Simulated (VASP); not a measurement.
I, 1 atom in the cell. Symmetry: Pmmm, No. 47, orthorhombic system. Conventional cell: a = 1.976 Å, b = 2.348 Å, c = 6.371 Å, α = 90.00°, β = 90.00°, γ = 90.00°. I (site symmetry mmm) has 4 I at 1.98 to 2.35 Å within 2.6 Å. The cell was generated, and may not be a known phase.

```yaml
Program: VASP 6.6.1
Task: relaxation of cell and atoms
Functional: PBE
Potentials_or_basis: VASP PAW PBE potentials, release 64 (I)
Cutoff: 500 eV
k_mesh: 8 × 8 × 4
Occupations: gaussian, width 0.1 eV
Spin: no spin polarisation
Dipole_correction: no
Further_INCAR_settings: ALGO = Normal; EDIFF = 1e-07; IBRION = 2; EDIFFG = -0.04; NSW = 90; ISIF = 3
```

Potentials or basis: VASP PAW PBE potentials, release 64 (I).

Launch:

```sh
$ cat potpaw_PBE.64/I/POTCAR > POTCAR
$ mpirun -np 1 vasp_std > vasp.out
```

Hardware: 1 thread of Oxide Virtual Turin-like Processor (shared host).

Q: Estimate the wall time of this run.

A: It took 2.4 min on 1 thread of Oxide Virtual Turin-like Processor, on a shared host, peak memory 0.11 GiB. Counts: scf iterations 173, k points 75, ion steps 16.
